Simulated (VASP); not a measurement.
## Al: single point with r2SCAN50

Crystal: Al.

```
CELL_PARAMETERS angstrom
-1.59122 1.59122 1.59122
1.59122 -1.59122 1.59122
1.59122 1.59122 -1.59122
ATOMIC_POSITIONS crystal
Al 0.00000 0.00000 0.00000
```

| Item | Value |
| --- | --- |
| Program | VASP 6.6.1 |
| Task | single point |
| Functional | r2SCAN50 |
| Potentials or basis | VASP PAW PBE potentials, release 64 (Al) |
| Cutoff | 520 eV |
| k mesh | 6 × 6 × 6 |
| Occupations | fermi-dirac, width 0.05 eV |
| Spin | no spin polarisation |

```
Pressure : 1.7 GPa
```

Levels at points of the mesh, in eV from the Fermi level:
```csv
k point,band 1,band 2,band 3,band 4,band 5,band 6
"(0.00, 0.00, 0.00)",-16.05,16.18,16.18,16.18,17.86,17.86
"(0.50, 0.00, 0.00)",-7.13,-6.42,10.42,10.48,12.17,13.92
"(0.50, 0.50, 0.50)",5.59,5.59,5.59,6.46,6.46,9.42
```

Run time: 2 min on 1 thread of AMD EPYC 7R13 Processor (Zen 3), on a shared host, peak memory 0.1 GiB.

Caveat: the k points lie up to 0.47 Å⁻¹ apart; the PAW data sets were made with another functional, which shifts forces and pressure a little.
